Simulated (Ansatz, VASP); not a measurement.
## Ir: VASP beside Ansatz

```xyz
1
Lattice="0.0000 1.9054 1.9054 1.9054 0.0000 1.9054 1.9054 1.9054 0.0000" Properties=species:S:1:pos:R:3 pbc="T T T"
Ir    0.0000    0.0000    0.0000
```

Alike in both runs: functional LDA; k mesh 18 × 18 × 18; occupations gaussian, width 0.1 eV; no spin polarisation.

Ansatz relaxed the structure, and its values are those at the end. VASP's run is a single point on that final structure, the one shown.

|  | VASP | Ansatz |
| --- | --- | --- |
| version | VASP 6.6.1 | Ansatz 0.2.0 |
| potentials or method | VASP PAW LDA potentials, release 64 (Ir_sv_GW), cutoff 560 eV | scalar-relativistic, plane waves, PAW |
| valence electrons in the cell | 17 | 17 |

```csv
,VASP,Ansatz,Ansatz less VASP
gap on the k mesh at the Fermi level (eV),none,none,-
pressure (GPa),-0.3,0.0,+0.36
```

Ansatz warns that its potentials were made for another functional, while VASP's fit it. LDA's correlation is that of Perdew and Zunger in VASP and of Perdew and Wang (1992) in Ansatz. A gap of «none» marks a metal or a gap that the smearing closes.

Spin-orbit coupling is off throughout.
